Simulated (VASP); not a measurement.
A run of VASP 6.6.1 is set up as follows.

The input POSCAR:

```
CuO
1.0
    0.0000000000      2.3272527300      2.3272527300
    2.3272527300      0.0000000000      2.3272527300
    2.3272527300      2.3272527300      0.0000000000
Cu O
1 1
Direct
    0.0000000000      0.0000000000      0.0000000000
    0.2500000000      0.2500000000      0.2500000000
```

The input INCAR.step1:

```
PREC = Accurate
ENCUT = 600
ISMEAR = -1
SIGMA = 0.05
LREAL = F
LASPH = T
NELM = 150
LMAXMIX = 4
LDAU = T
LDAUTYPE = 2
LDAUL = 2 -1
LDAUU = 5.3 0
LDAUJ = 0 0
GGA = PE
ALGO = Normal
EDIFF = 1E-4
LWAVE = T
LCHARG = F
```

INCAR.step2

```
PREC = Accurate
ENCUT = 600
EDIFF = 1E-6
ISMEAR = -1
SIGMA = 0.05
LREAL = F
LASPH = T
NELM = 150
ALGO = Normal
ISIF = 3
LWAVE = F
LCHARG = F
LMAXMIX = 4
LDAU = T
LDAUTYPE = 2
LDAUL = 2 -1
LDAUU = 5.3 0
LDAUJ = 0 0
LDAUPRINT = 1
METAGGA = R2SCAN
LMIXTAU = T
IBRION = 2
NSW = 60
EDIFFG = -0.01
ISTART = 1
```

Contents of KPOINTS:

```
Automatic mesh
0
Gamma
  10 10 10
```

Potentials or basis: VASP PAW PBE potentials, release 64 (Cu, O).

Command:

```sh
$ cat potpaw_PBE.64/Cu/POTCAR potpaw_PBE.64/O/POTCAR > POTCAR
$ cp INCAR.step1 INCAR
$ mpirun -np 1 vasp_std > vasp.out
$ cp INCAR.step2 INCAR
$ mpirun -np 1 vasp_std > vasp.out
```

Problem. Predict the band gap on the k mesh.

Solution. Zero (an odd number of electrons rules out a gap without spin polarisation).

Problem. Estimate the space group after relaxing (to 0.1 Å).

Solution. F-43m (No. 216).

Eigenvalues of the final occupation matrices:
```tsv
site	spin	trace	eigenvalues
site 1 d	1	4.66	0.91 0.91 0.91 0.97 0.97
site 1 d	2	4.66	0.91 0.91 0.91 0.97 0.97
```

Caveat: an odd number of electrons without spin polarisation forces a metal; a magnetic or distorted state may lie lower; U without spin polarisation on a metal has little footing.
